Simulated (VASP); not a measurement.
**HgTe: single point with r2SCAN**

Crystal: HgTe.

```
Hg Te
1.0
     3.10116   -3.56175    0.00000
     3.10116    3.56175    0.00000
     0.00000    0.00000    6.14743
Hg Te
2 2
Direct
  0.32353 0.67647 0.75000
  0.67647 0.32353 0.25000
  0.77004 0.22996 0.75000
  0.22996 0.77004 0.25000
```

This cell differs from its parent crystal: strain +0.050 along x and y, +0.050 along z.

```yaml
Program: VASP 6.6.1
Task: single point
Functional: r2SCAN
Potentials_or_basis: VASP PAW PBE potentials, release 64 (Hg, Te)
Cutoff: 520 eV
k_mesh: 12 × 12 × 8
Occupations: gaussian, width 0.15 eV
Spin: no spin polarisation
Dipole_correction: no
Further_INCAR_settings: ALGO = Normal; EDIFF = 1e-06; NBANDS = 26
```

The pressure is -4.9 GPa, the largest force is 0.281 eV/Å and the band gap on the k mesh is zero (bands 18 and 19 overlap by 1.82 eV).

Forces on the atoms (eV/Å):
```
Hg   0.000 -0.102  0.000
Hg   0.000  0.102  0.000
Te   0.000  0.281  0.000
Te   0.000 -0.281  0.000
```

Stress tensor (GPa, compression positive):
```
-5.61  0.00  0.00
 0.00 -3.67  0.00
 0.00  0.00 -5.44
```

Levels at points of the mesh, in eV from the Fermi level:
```csv
k point,band 16,band 17,band 18,band 19,band 20,band 21
"(0.00, 0.00, 0.00)",-2.07,-0.73,-0.47,-0.43,-0.11,4.82
"(0.50, 0.00, 0.00)",-1.70,-0.49,-0.45,1.59,2.39,3.78
"(0.50, 0.50, 0.00)",-1.97,-1.55,-1.48,-1.45,-1.02,4.41
"(0.00, 0.00, 0.50)",-1.47,-0.81,-0.81,1.42,1.42,5.30
"(0.50, 0.00, 0.50)",-0.56,0.32,0.32,2.40,2.40,3.93
"(0.50, 0.50, 0.50)",-2.47,-2.35,-2.35,1.96,1.96,5.55
```

Wall time 66 min on 1 thread of Oxide Virtual Turin-like Processor, on a shared host, peak memory 0.71 GiB.

Caveat: the cell differs from its parent crystal (strain +0.050 along x and y, +0.050 along z); the cell stands under tension; the PAW data sets were made with another functional, which shifts forces and pressure a little; spin-orbit coupling is left out, which moves the levels of the heavy elements.
